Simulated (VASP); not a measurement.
# Zn2CdSe3 (P6_3mc) in VASP: single point with PBE

Aim: the single point of Zn2CdSe3 with PBE.

Everything below comes from runs of VASP 6.6.1. Logs are shortened: lines on timing, memory, paths and dates and some standing lists are left out, and cuts for length are marked.

### Step 1. The cell of the first run

It takes space group P6_3mc (No. 186, hexagonal). Conventional cell: a = 4.148 Å, b = 4.148 Å, c = 20.570 Å, α = 90.00°, β = 90.00°, γ = 120.00°. Zn (site symmetry 3m) has 4 Se at 2.48 to 2.52 Å within 3.3 Å. Within 3.3 Å of Zn (site symmetry 3m) lie 4 Se at 2.49 to 2.52 Å. Cd (site symmetry 3m) has 4 Se at 2.63 to 2.67 Å within 3.5 Å. Within 3.3 Å of Se (site symmetry 3m) lie 1 Zn at 2.48 Å and 3 Cd at 2.63 Å. Se (site symmetry 3m) has 4 Zn at 2.49 to 2.52 Å within 3.3 Å. Se (site symmetry 3m) has 3 Zn at 2.52 Å and 1 Cd at 2.67 Å within 3.3 Å.

### Step 2. Single point, PBE

File INCAR:

```
SYSTEM = Zn2CdSe3
PREC = Accurate
ENCUT = 520
EDIFF = 1E-6
ISMEAR = 0
SIGMA = 0.02
LREAL = .False.
LASPH = .True.
NELM = 60
ALGO = Normal
ISIF = 2
LWAVE = .False.
LCHARG = .True.
GGA = PE
LELF = .True.
LVHAR = .True.
NBANDS = 66
```

File KPOINTS:

```
regular mesh
0
Gamma
  6 6 2
  0 0 0
```

File POSCAR:

```
Zn2CdSe3
1.0
    4.1484553763      0.0000000000      0.0000000000
   -2.0742276881      3.5926677423      0.0000000000
    0.0000000000      0.0000000000     20.5700493291
Zn Cd Se
4 2 6
Direct
    0.3333333333      0.6666666667      0.9976824627
    0.3333333333      0.6666666667      0.3387042248
    0.6666666667      0.3333333333      0.4976824627
    0.6666666667      0.3333333333      0.8387042248
    0.3333333333      0.6666666667      0.6705412087
    0.6666666667      0.3333333333      0.1705412087
    0.3333333333      0.6666666667      0.1181549521
    0.3333333333      0.6666666667      0.4596596377
    0.3333333333      0.6666666667      0.8002575040
    0.6666666667      0.3333333333      0.3002575040
    0.6666666667      0.3333333333      0.6181549521
    0.6666666667      0.3333333333      0.9596596377
```

Potentials or basis: VASP PAW PBE potentials, release 64 (Zn, Cd, Se).

Launch:

```sh
$ cat potpaw_PBE.64/Zn/POTCAR potpaw_PBE.64/Cd/POTCAR potpaw_PBE.64/Se/POTCAR > POTCAR
$ mpirun -np 1 vasp_std > vasp.out
```

OUTCAR:

```text
SYSTEM = Zn2CdSe3
   PREC = Accurate
   ENCUT = 520
   EDIFF = 1E-6
   ISMEAR = 0
   LREAL = .False.
   LASPH = .True.
   NELM = 60
   ISIF = 2
   GGA = PE

 ion  position               nearest neighbor table
   1  0.333  0.667  0.998-   7 2.48  12 2.52  12 2.52  12 2.52
   2  0.333  0.667  0.339-   8 2.49  10 2.52  10 2.52  10 2.52
   3  0.667  0.333  0.498-  11 2.48   8 2.52   8 2.52   8 2.52
   4  0.667  0.333  0.839-  12 2.49   9 2.52   9 2.52   9 2.52
   5  0.333  0.667  0.671-  11 2.63  11 2.63  11 2.63   9 2.67
   6  0.667  0.333  0.171-   7 2.63   7 2.63   7 2.63  10 2.67
   7  0.333  0.667  0.118-   1 2.48   6 2.63   6 2.63   6 2.63
   8  0.333  0.667  0.460-   2 2.49   3 2.52   3 2.52   3 2.52
   9  0.333  0.667  0.800-   4 2.52   4 2.52   4 2.52   5 2.67
  10  0.667  0.333  0.300-   2 2.52   2 2.52   2 2.52   6 2.67
  11  0.667  0.333  0.618-   3 2.48   5 2.63   5 2.63   5 2.63
  12  0.667  0.333  0.960-   4 2.49   1 2.52   1 2.52   1 2.52

  LATTYP: Found a hexagonal cell.
 ALAT       =     4.1484553763
 C/A-ratio  =     4.9584839327

  Lattice vectors:

 A1 = (   4.1484553763,   0.0000000000,   0.0000000000)
 A2 = (  -2.0742276881,   3.5926677423,   0.0000000000)
 A3 = (   0.0000000000,   0.0000000000,  20.5700493291)

Analysis of symmetry for initial positions (statically):
=====================================================================
 Subroutine PRICEL returns:
 Original cell was already a primitive cell.

 Routine SETGRP: Setting up the symmetry group for a
 hexagonal supercell.

 Subroutine GETGRP returns: Found 12 space group operations
 (whereof  6 operations were pure point group operations)
 out of a pool of 24 trial point group operations.

The static configuration has the point symmetry C_3v.
 The point group associated with its full space group is C_6v.

Analysis of symmetry for dynamics (positions and initial velocities):
=====================================================================
 Subroutine PRICEL returns:
 Original cell was already a primitive cell.

 Routine SETGRP: Setting up the symmetry group for a
 hexagonal supercell.

 Subroutine GETGRP returns: Found 12 space group operations
 (whereof  6 operations were pure point group operations)
 out of a pool of 24 trial point group operations.

The dynamic configuration has the point symmetry C_3v.
 The point group associated with its full space group is C_6v.

 Subroutine INISYM returns: Found 12 space group operations
 (whereof  6 operations are pure point group operations),
 and found     1 'primitive' translations

[... 118 lines left out ...]
   ISMEAR =     0;   SIGMA  =   0.02  broadening in eV -4-tet -1-fermi 0-gaus
   EFERMI_NEDOS =   21; number of points for ismear=-14 and -15
   IALGO  =     38    algorithm
   IMIX   =      4    mixing-type and parameters
     AMIX     =   0.40;   BMIX     =  1.00
     AMIX_MAG =   1.60;   BMIX_MAG =  1.00
  volume/ion in A,a.u.               =      25.55       172.41
  Fermi-wavevector in a.u.,A,eV,Ry     =   1.156209  2.184919 18.188541  1.336820
  Thomas-Fermi vector in A             =   2.292831
   LORBIT       =      0    0 simple, 1 ext, 2 COOP (PROOUT), +10 PAW based schemes
   GGA     = PE    functional components
   LHFCALC =     F    Hartree Fock is set to
   AEXX    =    0.0000 exact exchange contribution
   IVDW    =     0    specifies the selected vdW correction
   LEPSILON=     F    determine dielectric tensor
   LRPA    =     F    only Hartree local field effects (RPA)
 non-spin polarized calculation
 Gauss-broadening in eV      SIGMA  =   0.02
  energy-cutoff  :      520.00
  volume of cell :      306.58
 maximum number of plane-waves:      8303
 NGX is ok and might be reduce to    32
   NGX = 15   NGY = 15   NGZ = 77

 number of electron     108.0000037 magnetization

 Free energy of the ion-electron system (eV)
  ---------------------------------------------------
  ext. energy  EPLUGINS =         0.00000000
  ---------------------------------------------------
  free energy    TOTEN  =       -34.81124251 eV

  energy without entropy =      -34.81124251  energy(sigma->0) =      -34.81124251

 E-fermi :   1.2674     XC(G=0):  -8.9798

 val. band max:        1.1706475078   @ k =   0.0000   0.0000   0.0000
 cond. band min:       1.8995116679   @ k =   0.0000   0.0000   0.0000
 fundamental gap:      0.7288641601
 Fermi energy:         1.2674086641

 k-point     1 :       0.0000    0.0000    0.0000
  band No.  band energies     occupation
      1     -11.7727      2.00000
      2     -11.7173      2.00000
      3     -11.5020      2.00000
      4     -11.3681      2.00000
      5     -11.1882      2.00000
      6     -11.1087      2.00000
[... 955 lines left out ...]
     65       7.3777      0.00000
     66       7.3777      0.00000

------------------------ aborting loop because EDIFF is reached ----------------------------------------

  FORCE on cell =-STRESS in cart. coord.  units (eV):
  Direction    XX          YY          ZZ          XY          YZ          ZX
  --------------------------------------------------------------------------------------
  -------------------------------------------------------------------------------------
  Total        0.4454858      0.4454858      0.4836652      0.0000000     -0.0000000      0.0000000
  in kB        2.3281213      2.3281213      2.5276481      0.0000000     -0.0000000      0.0000000
  external PRESSURE =       2.3946302 kB  Pullay stress =       0.0000000 kB

 VOLUME and BASIS-vectors are now :
 -----------------------------------------------------------------------------
  energy-cutoff  :      520.00
  volume of cell :      306.58
      direct lattice vectors                 reciprocal lattice vectors
     4.148455376  0.000000000  0.000000000     0.241053575  0.139172347  0.000000000
    -2.074227688  3.592667742  0.000000000     0.000000000  0.278344693  0.000000000
     0.000000000  0.000000000 20.570049329     0.000000000  0.000000000  0.048614371

 POSITION                                       TOTAL-FORCE (eV/Angst)
 -----------------------------------------------------------------------------------
     -0.00000      2.39511     20.52238        -0.000000      0.000000     -0.003316
     -0.00000      2.39511      6.96716         0.000000      0.000000      0.001231
      2.07423      1.19756     10.23735         0.000000     -0.000000     -0.003316
      2.07423      1.19756     17.25219         0.000000      0.000000      0.001231
     -0.00000      2.39511     13.79307        -0.000000      0.000000      0.005462
      2.07423      1.19756      3.50804        -0.000000      0.000000      0.005462
     -0.00000      2.39511      2.43045        -0.000000      0.000000     -0.018547
     -0.00000      2.39511      9.45522        -0.000000     -0.000000      0.000644
     -0.00000      2.39511     16.46134        -0.000000      0.000000      0.014526
      2.07423      1.19756      6.17631        -0.000000      0.000000      0.014526
      2.07423      1.19756     12.71548        -0.000000     -0.000000     -0.018547
      2.07423      1.19756     19.74025        -0.000000     -0.000000      0.000644
 -----------------------------------------------------------------------------------
    total drift:                               -0.000000     -0.000000      0.003151

  FREE ENERGIE OF THE ION-ELECTRON SYSTEM (eV)
  ---------------------------------------------------
  free  energy   TOTEN  =       -34.8112425090 eV

  energy  without entropy=      -34.8112425090  energy(sigma->0) =      -34.81124251
```

stdout:

```text
POSCAR found type information on POSCAR ZnCdSe
 POSCAR found :  3 types and      12 ions
 scaLAPACK will be used
 LDA part: xc-table for (Slater+PW92), standard interpolation
 POSCAR, INCAR and KPOINTS ok, starting setup
 FFT: planning ... GRIDC
 FFT: planning ... GRID_SOFT
 FFT: planning ... GRID
 WAVECAR not read
 entering main loop
```

Wall time 8.4 min (1 thread of Oxide Virtual Turin-like, shared host); peak memory 0.51 GiB.

Results:

- Free energy: -34.8112 eV
- Pressure: 0.2 GPa
- Largest force: 0.019 eV/Å
- Band gap on the k mesh: 0.73 eV, direct

Forces in eV/Å, atoms in the order of the input:
```
Zn   0.000  0.000 -0.003
Zn   0.000  0.000  0.001
Zn   0.000  0.000 -0.003
Zn   0.000  0.000  0.001
Cd   0.000  0.000  0.005
Cd   0.000  0.000  0.005
Se   0.000  0.000 -0.019
Se   0.000  0.000  0.001
Se   0.000  0.000  0.015
Se   0.000  0.000  0.015
Se   0.000  0.000 -0.019
Se   0.000  0.000  0.001
```

As with any semilocal functional, this PBE gap is likely too small.
